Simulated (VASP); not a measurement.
Crystal: Li3ZrN2.

```
Li Zr N
1.0
     3.24260    0.00000    0.00000
    -1.62130    2.80817    0.00000
     0.00000    0.00000    7.88609
Li Zr N
3 1 2
Direct
  0.66667 0.33333 0.88488
  0.66667 0.33333 0.11512
  0.66667 0.33333 0.50000
  0.33333 0.66667 0.00000
  0.33333 0.66667 0.32855
  0.33333 0.66667 0.67145
```

The cell was built from a structure type or drawn by symmetry, and may not be a known phase.

- Program: VASP 6.6.1
- Task: relaxation of cell and atoms
- Functional: PBE
- Potentials or basis: VASP PAW PBE potentials, release 64 (Li_sv, Zr_sv, N)
- Cutoff: 600 eV
- k mesh: 6 × 6 × 2
- Occupations: gaussian, width 0.1 eV
- Spin: no spin polarisation

At the start: pressure 12.7 GPa; volume 11.97 Å³/atom.

Question: How do energy, volume and symmetry change on relaxing?

Answer: Over 16 steps the energy falls by 2004.2 meV/atom and the volume is 14.36 Å³/atom (+20.0 %); space group P-6m2 (No. 187, to 0.1 Å) before and after.

Step by step:
| step | energy change (eV) | largest force (eV/Å) | pressure (GPa) | volume (Å³) |
| --- | --- | --- | --- | --- |
| 1 | 0.0000 | 7.9023 | 12.65 | 71.81 |
| 2 | -7.9959 | 4.4286 | -1.83 | 81.39 |
| 3 | -9.1271 | 4.8146 | 4.54 | 93.60 |
| 4 | -10.4511 | 2.0095 | -3.01 | 87.68 |
| 5 | -10.6023 | 1.1596 | -1.95 | 89.39 |
| 6 | -10.6007 | 1.3262 | -2.20 | 89.07 |
| 7 | -11.2244 | 0.9606 | -3.06 | 86.54 |
| 8 | -11.7939 | 1.1486 | -2.26 | 82.08 |
| 9 | -10.8616 | 1.3984 | 6.94 | 71.78 |
| 10 | -11.8738 | 0.8660 | -1.03 | 80.39 |
| 11 | -11.8753 | 0.8532 | -0.86 | 80.12 |
| 12 | -11.9020 | 0.5008 | 4.17 | 78.31 |
| 13 | -11.9214 | 0.3321 | 2.10 | 79.00 |
| 14 | -11.9861 | 0.1512 | 1.51 | 81.08 |
| 15 | -12.0208 | 0.0607 | 0.76 | 84.25 |
| 16 | -12.0254 | 0.0334 | -0.26 | 86.17 |

Final structure:
```xyz
6
Lattice="3.4592 0.0000 0.0000 -1.7296 2.9957 0.0000 0.0000 0.0000 8.3154" Properties=species:S:1:pos:R:3 pbc="T T T"
Li    1.7296    0.9986    6.3114
Li    1.7296    0.9986    2.0041
Li    1.7296    0.9986    4.1577
Zr    0.0000    1.9971    0.0000
N     0.0000    1.9971    2.0338
N     0.0000    1.9971    6.2816
```

Caveat: the k points lie up to 0.38 Å⁻¹ apart in the final cell, too coarse for converged energies and pressures of a metal; the cutoff is under 1.25 times the usual one of these potentials, so pressure, stress and relaxed cells hold a basis-set (Pulay) error; the volume moved by over 15 % at a fixed basis, so the end points are rough.
